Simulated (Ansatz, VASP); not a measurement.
# TiSi6 in VASP and in Ansatz

```
CELL_PARAMETERS angstrom
6.76722 0.00000 0.00000
-3.38361 5.86058 0.00000
0.00000 0.00000 3.55125
ATOMIC_POSITIONS crystal
Ti 0.00000 0.00000 0.00000
Si 0.00000 0.32911 0.50000
Si 0.67089 0.67089 0.50000
Si 0.32911 0.00000 0.50000
Si 0.00000 0.67089 0.50000
Si 0.32911 0.32911 0.50000
Si 0.67089 0.00000 0.50000
```

Change from the starting cell: species swapped into the LiC6 type (P6/mmm, No. 191).

Alike in both runs: functional PBE; k mesh 6 × 6 × 4; occupations gaussian, width 0.1 eV; no spin polarisation.

Ansatz relaxed the structure, and its values are those at the end. VASP's run is a single point on that final structure, the one shown.

```csv
,VASP,Ansatz
version,VASP 6.6.1,Ansatz 0.2.0
potentials or method,"VASP PAW PBE potentials, release 64 (Ti_sv, Si), cutoff 520 eV","scalar-relativistic, plane waves, PAW"
valence electrons in the cell,36,36
```

Ansatz gave:

```
gap on the k mesh at the Fermi level (eV) : none
pressure (GPa)                            : -0.1
rms of the force components (eV/Å)        : 0.004
```

Question: What did VASP give for the same quantities?

Answer: gap on the k mesh at the Fermi level (eV): none; pressure (GPa): -0.2; rms of the force components (eV/Å): 0.005.

A gap of «none» marks a metal or a gap that the smearing closes. With one functional, cell and mesh, what is left measures potentials, basis and numerics.

The k mesh is coarse, so the values compare programs but aren't converged.
